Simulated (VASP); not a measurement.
Wanted: the native input for a VASP 6.6.1 run.

```yaml
Task: single point
Functional: LDA
Potentials_or_basis: VASP PAW LDA potentials, release 64 (Ti_sv, Al)
Cutoff: 520 eV
k_mesh: 6 × 6 × 6
Occupations: gaussian, width 0.1 eV
Spin: no spin polarisation
Dipole_correction: no
Further_INCAR_settings: ALGO = Fast; EDIFF = 1e-06; NBANDS = 28
```

The structure of Ti3Al (vib) lies in POSCAR:

```
Ti3Al
1.0
    0.0000000000      3.1476507367      3.1476507367
    3.1476507367      0.0000000000      3.1476507367
    3.1476507367      3.1476507367      0.0000000000
Ti Al
3 1
Direct
    0.7500000000      0.7500000000      0.7500000000
    0.2500000000      0.2500000000      0.2500000000
    0.0000000000      0.0000000000      0.0000000000
    0.5000000000      0.5000000000      0.5000000000
```

These files were run (other wordings do the same):

INCAR

```
PREC = Accurate
ENCUT = 520
EDIFF = 1E-6
ISMEAR = 0
SIGMA = 0.1
LREAL = F
LASPH = T
NELM = 80
ALGO = Fast
ISIF = 2
LWAVE = F
LCHARG = T
GGA = CA
LELF = T
LVHAR = T
NBANDS = 28
```

KPOINTS

```
regular mesh
0
Gamma
  6 6 6
```

Potentials or basis: VASP PAW LDA potentials, release 64 (Ti_sv, Al).

The run is started by

```console
$ cat potpaw_LDA.64/Ti_sv/POTCAR potpaw_LDA.64/Al/POTCAR > POTCAR
$ mpirun -np 1 vasp_std > vasp.out
```

It gave:

| Property | Result |
| --- | --- |
| Pressure | 0.0 GPa |

Run time: 36 s on 1 thread of Intel(R) Xeon(R) 6975P-C (Granite Rapids), on a shared host, peak memory 0.18 GiB.
